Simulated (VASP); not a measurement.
P: single point with PBEsol

Slab: P, a slab with vacuum.

```
P
1.0
     3.23447    0.00000    0.00000
     0.00000   34.33418    0.00000
     0.00000    0.00000    4.70157
P
4
Direct
  0.00000 0.97026 0.59215
  0.00000 0.02974 0.40785
  0.50000 0.02974 0.09215
  0.50000 0.97026 0.90785
```

This cell differs from its parent crystal: strain -0.015 along x and y, +0.015 along z.

```yaml
Program: VASP 6.6.1
Task: single point
Functional: PBEsol
Potentials_or_basis: VASP PAW PBE potentials, release 64 (P)
Cutoff: 520 eV
k_mesh: 8 × 1 × 6
Occupations: gaussian, width 0.05 eV
Spin: no spin polarisation
```

- Largest force: 0.278 eV/Å
- Band gap on the k mesh: 1.05 eV, direct

Forces on the atoms (eV/Å):
```
P    0.000 -0.274 -0.045
P    0.000  0.274  0.045
P    0.000  0.274 -0.045
P    0.000 -0.274  0.045
```

Levels at points of the mesh, in eV from the valence-band top:
```tsv
k point	band 6	band 7	band 8	band 9	band 10	band 11	band 12	band 13	band 14	band 15
(0.00, 0.00, 0.00)	-4.67	-3.18	-1.62	-1.53	0.00	1.05	1.78	2.93	3.34	4.47
(0.50, 0.00, 0.00)	-5.23	-2.76	-2.76	-1.93	-1.93	1.13	1.13	2.23	2.23	4.01
(0.00, 0.00, 0.50)	-2.88	-2.39	-2.39	-1.51	-1.51	2.34	2.34	3.83	3.83	3.95
(0.50, 0.00, 0.50)	-5.06	-4.53	-4.53	-0.95	-0.95	2.44	2.44	3.51	3.51	5.00
```

Run time: 7.1 min on 1 thread of Oxide Virtual Turin-like Processor, on a shared host, peak memory 0.51 GiB.

Caveat: the cell differs from its parent crystal (strain -0.015 along x and y, +0.015 along z); the PAW data sets were made with another functional, which shifts forces and pressure a little.
